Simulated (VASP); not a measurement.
Write the native input for VASP 6.6.1 that does the following.

```yaml
Task: single point
Functional: PBE
Potentials_or_basis: VASP PAW PBE potentials, release 64 (Os)
Cutoff: 520 eV
k_mesh: 4 × 4 × 8
Occupations: fermi-dirac, width 0.08 eV
Spin: no spin polarisation
Dipole_correction: no
Further_INCAR_settings: ALGO = Normal; EDIFF = 1e-07; NBANDS = 24
```

The structure of Os lies in POSCAR:

```
Os
1.0
    0.0000000000      3.8900000000      3.8900000000
    3.8900000000      0.0000000000      3.8900000000
    1.9450000000      1.9450000000      0.0000000000
Os
4
Direct
   -0.0002155527     -0.0024561697      0.0068650386
   -0.0011524422      0.5169118252      0.0051434447
    0.5122039846     -0.0049898458     -0.0252336761
    0.4991431877      0.4820776350      0.0076087404
```

These files were run (other wordings do the same):

INCAR

```
PREC = Accurate
ENCUT = 520
EDIFF = 1E-7
ISMEAR = -1
SIGMA = 0.08
LREAL = False
LASPH = True
NELM = 80
ALGO = Normal
ISIF = 2
LWAVE = False
LCHARG = False
GGA = PE
NBANDS = 24
```

KPOINTS

```
Automatic mesh
0
Gamma
  4 4 8
```

Potentials or basis: VASP PAW PBE potentials, release 64 (Os).

Launch:

```bash
$ cat potpaw_PBE.64/Os/POTCAR > POTCAR
$ mpirun -np 1 vasp_std > vasp.out
```

Results of the run:

```yaml
Pressure: -8.1 GPa
Largest_force: 0.877 eV/Å
Band_gap_on_the_k_mesh: zero (bands 16 and 17 overlap by 2.86 eV)
```

Caveat: the cell stands under tension; spin-orbit coupling is left out, which moves the levels of the heavy elements.

Wall time 45 s on 1 thread of Intel(R) Xeon(R) 6975P-C (Granite Rapids), on a shared host, peak memory 0.22 GiB.
